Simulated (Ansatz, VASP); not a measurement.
# Two plane-wave programs on Ba

INCAR

```
SYSTEM = Ba
PREC     = Accurate       ! precision mode
ENCUT    = 520            ! plane-wave cutoff, eV
EDIFF    = 1E-7           ! SCF threshold, eV
ISMEAR   = 0              ! smearing method
SIGMA    = 0.1            ! smearing width, eV
LREAL    = .False.        ! projectors in reciprocal space
LASPH    = .True.         ! aspherical terms in the spheres
NELM     = 80             ! most SCF steps
ALGO     = Normal         ! electronic algorithm
ISIF     = 2              ! what is computed and relaxed
LWAVE    = .False.        ! write WAVECAR
LCHARG   = .True.         ! write CHGCAR
GGA      = PE             ! functional
LELF     = .True.         ! ELF
LVHAR    = .True.       
NBANDS   = 11             ! bands
```

KPOINTS

```
Automatic mesh
0
Gamma
  12 12 12
  0 0 0
```

Contents of POSCAR:

```
Ba
1.0
   -2.5677750000      2.5677750000      2.5677750000
    2.5677750000     -2.5677750000      2.5677750000
    2.5677750000      2.5677750000     -2.5677750000
Ba
1
Direct
    0.0000000000      0.0000000000      0.0000000000
```

Input for Ansatz:

```yaml
crystal:
  lattice:
    - [-2.567775, 2.567775, 2.567775]
    - [2.567775, -2.567775, 2.567775]
    - [2.567775, 2.567775, -2.567775]
  atoms:
    - { symbol: Ba, position: [0.0, 0.0, 0.0] }
basis:
  ecutwfc: 420
kpoints:
  mp_grid: { grid: [12, 12, 12] }
hamiltonian:
  xc: pbe
scf:
  occupations: { method: gaussian, width: 0.1 }
output:
  forces: true
  stress: true
  eigenvalues: true
  populations: true
```

Alike in both runs: task single point; functional PBE; k mesh 12 × 12 × 12; occupations gaussian, width 0.1 eV; no spin polarisation.

|  | VASP | Ansatz |
| --- | --- | --- |
| version | VASP 6.6.1 | Ansatz 0.2.0 |
| potentials or method | VASP PAW PBE potentials, release 64 (Ba_sv), cutoff 520 eV | scalar-relativistic, plane waves, PAW |
| valence electrons in the cell | 10 | 10 |

|  | VASP | Ansatz | Ansatz less VASP |
| --- | --- | --- | --- |
| gap on the k mesh at the Fermi level (eV) | none | none | - |
| pressure (GPa) | -0.5 | -0.5 | -0.03 |

A gap of «none» marks a metal or a gap that the smearing closes.

Neither program's run includes spin-orbit coupling.
